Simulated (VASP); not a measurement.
# MgS (I4/mmm) in VASP: further runs

The runs below take MgS through single point, with PBE.

Everything below comes from runs of VASP 6.6.1. Logs are shortened: lines on timing, memory, paths and dates and some standing lists are left out, and cuts for length are marked.

### 1 The cell of the first run

Symmetry: I4/mmm, No. 139, tetragonal system. The conventional cell has a = 3.696 Å, b = 3.696 Å, c = 5.203 Å, α = 90.00°, β = 90.00°, γ = 90.00°. Mg (site symmetry 4/mmm) has 6 S at 2.60 to 2.61 Å within 3.4 Å. S (site symmetry 4/mmm) has 6 Mg at 2.60 to 2.61 Å within 3.4 Å.

### 2 Single point, PBE (biaxial xy strain +0.5%)

The input, INCAR:

```
SYSTEM = MgS
PREC     = Accurate       ! precision mode
ENCUT    = 520            ! plane-wave cutoff, eV
EDIFF    = 1E-6           ! SCF threshold, eV
ISMEAR   = -1             ! smearing method
SIGMA    = 0.02           ! smearing width, eV
LREAL    = .FALSE.        ! projectors in reciprocal space
LASPH    = .TRUE.         ! aspherical terms in the spheres
NELM     = 80             ! most SCF steps
ALGO     = Normal         ! electronic algorithm
ISIF     = 2              ! what is computed and relaxed
LWAVE    = .FALSE.        ! write WAVECAR
LCHARG   = .TRUE.         ! write CHGCAR
GGA      = PE             ! functional
LELF     = .TRUE.         ! ELF
LVHAR    = .TRUE.       
NBANDS   = 11             ! bands
```

The input, KPOINTS:

```
Automatic mesh
0
G
  8 8 8
  0 0 0
```

The input, POSCAR:

```
MgS
1.0
    0.0000000000      2.6132247677      2.6015179370
    2.6132247677      0.0000000000      2.6015179370
    2.6132247677      2.6132247677      0.0000000000
Mg S
1 1
Direct
    0.0000000000      0.0000000000      0.0000000000
    0.5000000000      0.5000000000      0.5000000000
```

Potentials or basis: VASP PAW PBE potentials, release 64 (Mg, S).

Started as:

```
$ cat potpaw_PBE.64/Mg/POTCAR potpaw_PBE.64/S/POTCAR > POTCAR
$ mpirun -np 1 vasp_std > vasp.out
```

OUTCAR:

```text
SYSTEM = MgS
   PREC = Accurate
   ENCUT = 520
   EDIFF = 1E-6
   ISMEAR = -1
   LREAL = .FALSE.
   LASPH = .TRUE.
   NELM = 80
   ISIF = 2
   GGA = PE

 ion  position               nearest neighbor table
   1  0.000  0.000  0.000-   2 2.60   2 2.60   2 2.61   2 2.61   2 2.61   2 2.61
   2  0.500  0.500  0.500-   1 2.60   1 2.60   1 2.61   1 2.61   1 2.61   1 2.61

  LATTYP: Found a body centered tetragonal cell.
 ALAT       =     3.6956579080
 C/A-ratio  =     1.4078781109

  Lattice vectors:

 A1 = (   0.0000000000,  -2.6132247677,  -2.6015179370)
 A2 = (   0.0000000000,   2.6132247677,  -2.6015179370)
 A3 = (   2.6132247677,   0.0000000000,   2.6015179370)

Analysis of symmetry for initial positions (statically):
=====================================================================
 Subroutine PRICEL returns:
 Original cell was already a primitive cell.

 Routine SETGRP: Setting up the symmetry group for a
 body centered tetragonal supercell.

 Subroutine GETGRP returns: Found 16 space group operations
 (whereof 16 operations were pure point group operations)
 out of a pool of 16 trial point group operations.

The static configuration has the point symmetry D_4h.

Analysis of symmetry for dynamics (positions and initial velocities):
=====================================================================
 Subroutine PRICEL returns:
 Original cell was already a primitive cell.

 Routine SETGRP: Setting up the symmetry group for a
 body centered tetragonal supercell.

 Subroutine GETGRP returns: Found 16 space group operations
 (whereof 16 operations were pure point group operations)
 out of a pool of 16 trial point group operations.

The dynamic configuration has the point symmetry D_4h.

 Subroutine INISYM returns: Found 16 space group operations
 (whereof 16 operations are pure point group operations),
 and found     1 'primitive' translations

----------------------------------------------------------------------------------------

                                     Primitive cell

  volume of cell :      35.5312

  direct lattice vectors                    reciprocal lattice vectors
     0.000000000  2.613224768  2.601517937    -0.191334479  0.191334479  0.192195484
     2.613224768  0.000000000  2.601517937     0.191334479 -0.191334479  0.192195484
     2.613224768  2.613224768  0.000000000     0.191334479  0.191334479 -0.192195484

  length of vectors
     3.687389220  3.687389220  3.695657908     0.331898885  0.331898885  0.331898885

  position of ions in fractional coordinates (direct lattice)
     0.000000000  0.000000000  0.000000000
     0.500000000  0.500000000  0.500000000

  ion indices of the primitive-cell ions
   primitive index   ion index
                 1           1
                 2           2

----------------------------------------------------------------------------------------

 KPOINTS: Automatic mesh

Automatic generation of k-mesh.
 Grid dimensions read from file:
 generate k-points for:    8    8    8

 Generating k-lattice:

  Cartesian coordinates                     Fractional coordinates (reciprocal lattice)
    -0.023916810  0.023916810  0.024024436     0.125000000  0.000000000  0.000000000
     0.023916810 -0.023916810  0.024024436     0.000000000  0.125000000  0.000000000
     0.023916810  0.023916810 -0.024024436     0.000000000  0.000000000  0.125000000

  Length of vectors
     0.041487361  0.041487361  0.041487361

  Shift w.r.t. Gamma in fractional coordinates (k-lattice)
     0.000000000  0.000000000  0.000000000

 Subroutine IBZKPT returns following result:
 ===========================================

 Found     59 irreducible k-points:

 Following reciprocal coordinates:
            Coordinates               Weight
  0.000000  0.000000  0.000000      1.000000
  0.125000  0.000000  0.000000      8.000000
  0.250000  0.000000  0.000000      8.000000
  0.375000  0.000000  0.000000      8.000000
  0.500000  0.000000  0.000000      4.000000
  0.125000  0.125000  0.000000      2.000000
[... 16 lines left out ...]
  0.250000  0.000000  0.125000     16.000000
  0.375000  0.000000  0.125000     16.000000
 [... further k-points ...]
   k-points           NKPTS =     59   k-points in BZ     NKDIM =     59   number of bands    NBANDS=     11
   number of dos      NEDOS =    301   number of ions     NIONS =      2
   total plane-waves  NPLWV =  21952
   dimension x,y,z NGX =    28 NGY =   28 NGZ =   28
   dimension x,y,z NGXF=    56 NGYF=   56 NGZF=   56
   ions per type =               1   1
   NGX,Y,Z   is equivalent  to a cutoff of  12.62, 12.62, 12.60 a.u.
   NGXF,Y,Z  is equivalent  to a cutoff of  25.25, 25.25, 25.19 a.u.
 SYSTEM =  MgS
   PREC   = accura    normal or accurate (medium, high low for compatibility)
   ISTART =      0    job   : 0-new  1-cont  2-samecut
   ICHARG =      2    charge: 1-file 2-atom 10-const
   ISPIN  =      1    spin polarized calculation?
   LNONCOLLINEAR =      F non collinear calculations
   LSORBIT =      F    spin-orbit coupling
   LASPH  =      T    aspherical Exc in radial PAW
   ENCUT  =  520.0 eV  38.22 Ry    6.18 a.u.   6.86  6.86  6.87*2*pi/ulx,y,z
   NELM   =     80;   NELMIN=  2; NELMDL= -5     # of ELM steps
   EDIFF  = 0.1E-05   stopping-criterion for ELM
   LREAL  =      F    real-space projection
[... 7 lines left out ...]
   TEBEG  =    0.0;   TEEND  =   0.0 temperature during run
   PSTRESS=    0.0 pullay stress
   NELECT =       8.0000    total number of electrons
   NUPDOWN=      -1.0000    fix difference up-down
   EMIN   =  10.00;   EMAX   =-10.00  energy-range for DOS
   EFERMI =   0.00;   METHOD = LEGACY
   ISMEAR =    -1;   SIGMA  =   0.02  broadening in eV -4-tet -1-fermi 0-gaus
   EFERMI_NEDOS =   21; number of points for ismear=-14 and -15
   IALGO  =     38    algorithm
   IMIX   =      4    mixing-type and parameters
     AMIX     =   0.40;   BMIX     =  1.00
     AMIX_MAG =   1.60;   BMIX_MAG =  1.00
  volume/ion in A,a.u.               =      17.77       119.89
  Fermi-wavevector in a.u.,A,eV,Ry     =   0.995944  1.882060 13.495666  0.991903
  Thomas-Fermi vector in A             =   2.127998
   LORBIT       =      0    0 simple, 1 ext, 2 COOP (PROOUT), +10 PAW based schemes
   GGA     = PE    functional components
   LHFCALC =     F    Hartree Fock is set to
   AEXX    =    0.0000 exact exchange contribution
   IVDW    =     0    specifies the selected vdW correction
   LEPSILON=     F    determine dielectric tensor
   LRPA    =     F    only Hartree local field effects (RPA)
 non-spin polarized calculation
  energy-cutoff  :      520.00
  volume of cell :       35.53
 maximum number of plane-waves:       982
   NGX = 13   NGY = 13   NGZ = 13

 number of electron       8.0000000 magnetization

 Free energy of the ion-electron system (eV)
  ---------------------------------------------------
  ext. energy  EPLUGINS =         0.00000000
  ---------------------------------------------------
  free energy    TOTEN  =        -8.50280548 eV

  energy without entropy =       -8.50280548  energy(sigma->0) =       -8.50280548

 E-fermi :   4.0333     XC(G=0):  -9.6519

 val. band max:        3.6533992696   @ k =   0.0000   0.0000   0.0000
 cond. band min:       6.3879544186   @ k =   0.5000   0.5000   0.0000
 fundamental gap:      2.7345551490
 Fermi energy:         4.0333265750

 k-point     1 :       0.0000    0.0000    0.0000
  band No.  band energies     occupation
      1      -8.9701      2.00000
      2       3.6337      2.00000
      3       3.6534      2.00000
      4       3.6534      2.00000
      5       7.2876      0.00000
      6      11.5915      0.00000
      7      11.5915      0.00000
      8      11.6377      0.00000
      9      13.9560      0.00000
     10      14.0171      0.00000
     11      16.1642      0.00000

 k-point     2 :       0.1250    0.0000    0.0000
  band No.  band energies     occupation
      1      -8.8212      2.00000
      2       2.6049      2.00000
      3       3.5436      2.00000
      4       3.5520      2.00000
      5       8.0932      0.00000
      6      11.2818      0.00000
      7      11.8318      0.00000
      8      11.8680      0.00000
      9      13.3229      0.00000
     10      13.3679      0.00000
     11      16.2773      0.00000

 k-point     3 :       0.2500    0.0000    0.0000
  band No.  band energies     occupation
      1      -8.4190      2.00000
      2       0.8623      2.00000
      3       3.3309      2.00000
      4       3.3321      2.00000
      5       8.5732      0.00000
      6      11.4306      0.00000
      7      11.4836      0.00000
      8      11.9007      0.00000
      9      13.9198      0.00000
     10      13.9249      0.00000
     11      15.4778      0.00000

 k-point     4 :       0.3750    0.0000    0.0000
  band No.  band energies     occupation
      1      -7.9295      2.00000
      2      -0.5645      2.00000
      3       3.1360      2.00000
      4       3.1453      2.00000
      5       8.3178      0.00000
      6      10.7654      0.00000
      7      10.8152      0.00000
      8      13.3180      0.00000
      9      15.1940      0.00000
     10      15.8631      0.00000
     11      15.8781      0.00000
[... 239 lines left out ...]
 k-point    22 :       0.1250    0.0000    0.1250
  band No.  band energies     occupation
      1      -8.7731      2.00000
      2       2.6490      2.00000
      3       3.3138      2.00000
      4       3.3385      2.00000
      5       8.4281      0.00000
      6      10.6495      0.00000
      7      12.1360      0.00000
      8      12.2609      0.00000
      9      12.2853      0.00000
     10      14.2600      0.00000
     11      17.2644      0.00000

 k-point    23 :       0.2500    0.0000    0.1250
  band No.  band energies     occupation
      1      -8.4570      2.00000
      2       1.3507      2.00000
      3       3.0459      2.00000
      4       3.1009      2.00000
      5       9.0928      0.00000
      6      10.4627      0.00000
      7      11.0358      0.00000
      8      12.4425      0.00000
      9      13.4136      0.00000
     10      14.6735      0.00000
     11      16.9145      0.00000

 k-point    24 :       0.3750    0.0000    0.1250
  band No.  band energies     occupation
      1      -7.9904      2.00000
      2      -0.0677      2.00000
      3       2.7471      2.00000
      4       2.8710      2.00000
      5       8.9105      0.00000
      6      10.2385      0.00000
      7      11.7089      0.00000
      8      11.9292      0.00000
      9      14.9750      0.00000
     10      16.4235      0.00000
     11      16.5630      0.00000

 [... further k-points ...]

------------------------ aborting loop because EDIFF is reached ----------------------------------------

  FORCE on cell =-STRESS in cart. coord.  units (eV):
  Direction    XX          YY          ZZ          XY          YZ          ZX
  --------------------------------------------------------------------------------------
  -------------------------------------------------------------------------------------
  Total        0.0075214      0.0075214      0.1078146      0.0000000     -0.0000000     -0.0000000
  in kB        0.3391553      0.3391553      4.8615843      0.0000000     -0.0000000     -0.0000000
  external PRESSURE =       1.8466316 kB  Pullay stress =       0.0000000 kB

 VOLUME and BASIS-vectors are now :
 -----------------------------------------------------------------------------
  energy-cutoff  :      520.00
  volume of cell :       35.53
      direct lattice vectors                 reciprocal lattice vectors
     0.000000000  2.613224768  2.601517937    -0.191334479  0.191334479  0.192195484
     2.613224768  0.000000000  2.601517937     0.191334479 -0.191334479  0.192195484
     2.613224768  2.613224768  0.000000000     0.191334479  0.191334479 -0.192195484

 POSITION                                       TOTAL-FORCE (eV/Angst)
 -----------------------------------------------------------------------------------
      0.00000      0.00000      0.00000        -0.000000     -0.000000     -0.000000
      2.61322      2.61322      2.60152         0.000000      0.000000      0.000000
 -----------------------------------------------------------------------------------
    total drift:                                0.000000      0.000000      0.000000

  FREE ENERGIE OF THE ION-ELECTRON SYSTEM (eV)
  ---------------------------------------------------
  free  energy   TOTEN  =        -8.5028054831 eV

  energy  without entropy=       -8.5028054831  energy(sigma->0) =       -8.50280548
```

It took 14 s on 1 thread of Intel Xeon Platinum 8488C (Sapphire Rapids), shared host; peak memory 0.17 GiB.

Results:

```
Free energy            : -8.5028 eV
Pressure               : 0.2 GPa
Band gap on the k mesh : 2.73 eV (least direct gap 3.63 eV)
```

Stress tensor (GPa, compression positive):
```
0.03 0.00 0.00
0.00 0.03 0.00
0.00 0.00 0.49
```

Levels at points of the mesh, in eV from the valence-band top:
```tsv
k point	band 1	band 2	band 3	band 4	band 5	band 6	band 7	band 8
(0.00, 0.00, 0.00)	-12.62	-0.02	0.00	0.00	3.63	7.94	7.94	7.98
(0.50, 0.00, 0.00)	-11.34	-4.79	-0.59	-0.58	4.53	6.87	6.91	10.01
(0.50, 0.50, 0.00)	-10.97	-4.15	-1.68	-1.68	2.73	4.41	11.94	12.80
(0.50, 0.00, 0.50)	-10.98	-4.15	-1.68	-1.64	2.76	4.42	11.89	12.78
```

Caveat: the cell differs from its parent crystal (biaxial xy strain +0.5%). A k mesh can miss the band edges.

(Part 1 of 2 ends here.)
